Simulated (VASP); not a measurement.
Crystal: YLuAs2.

```
Y As Lu
1.0
     4.52578    0.00000    0.00000
     0.00000    4.52578    0.00000
     0.00000    0.00000    6.40042
Y As Lu
1 2 1
Cartesian
  0.0000 0.0000 0.0000
  0.0000 0.0000 3.2002
  2.2629 2.2629 0.0000
  2.2629 2.2629 3.2002
```

* Program: VASP 6.6.1
* Task: relaxation of cell and atoms
* Functional: PBE
* Potentials or basis: VASP PAW PBE potentials, release 64 (Y_sv, As, Lu)
* Cutoff: 600 eV
* k mesh: 6 × 6 × 4
* Occupations: fermi-dirac, width 0.02 eV
* Spin: no spin polarisation

At the start: pressure -12.9 GPa; volume 32.77 Å³/atom.

How do energy, volume and symmetry change on relaxing?

Over 18 steps the energy falls by 460.8 meV/atom and the volume is 23.98 Å³/atom (-26.8 %); space group P4/mmm (No. 123, to 0.1 Å) before and after.

Step by step:
| step | energy change (eV) | largest force (eV/Å) | pressure (GPa) | volume (Å³) |
| --- | --- | --- | --- | --- |
| 1 | 0.0000 | 0.0000 | -12.91 | 131.10 |
| 2 | -1.6175 | 0.0000 | 9.15 | 87.09 |
| 3 | -1.8432 | 0.0000 | 0.00 | 95.92 |
| 4 | -1.8422 | 0.0000 | -0.52 | 96.55 |
| 5 | -1.8423 | 0.0000 | -0.52 | 96.52 |
| 6 | -1.8424 | 0.0000 | -0.44 | 96.42 |
| 7 | -1.8425 | 0.0000 | -0.43 | 96.41 |
| 8 | -1.8426 | 0.0000 | -0.41 | 96.37 |
| 9 | -1.8428 | 0.0000 | -0.33 | 96.28 |
| 10 | -1.8431 | 0.0000 | -0.17 | 96.11 |
| 11 | -1.8432 | 0.0000 | 0.10 | 95.77 |
| 12 | -1.8432 | 0.0000 | 0.03 | 95.88 |
| 13 | -1.8432 | 0.0000 | 0.03 | 95.91 |
| 14 | -1.8432 | 0.0000 | -0.06 | 96.01 |
| 15 | -1.8432 | 0.0000 | -0.04 | 95.93 |
| 16 | -1.8432 | 0.0000 | -0.04 | 95.93 |
| 17 | -1.8432 | 0.0000 | -0.03 | 95.93 |
| 18 | -1.8432 | 0.0000 | -0.02 | 95.93 |

Final structure:
```xyz
4
Lattice="4.0781 0.0000 0.0000 0.0000 4.0781 0.0000 0.0000 0.0000 5.7681" Properties=species:S:1:pos:R:3 pbc="T T T"
Y     0.0000    0.0000    0.0000
As    0.0000    0.0000    2.8841
As    2.0391    2.0391    0.0000
Lu    2.0391    2.0391    2.8841
```

Caveat: the volume moved by over 15 % at a fixed basis, so the end points are rough.
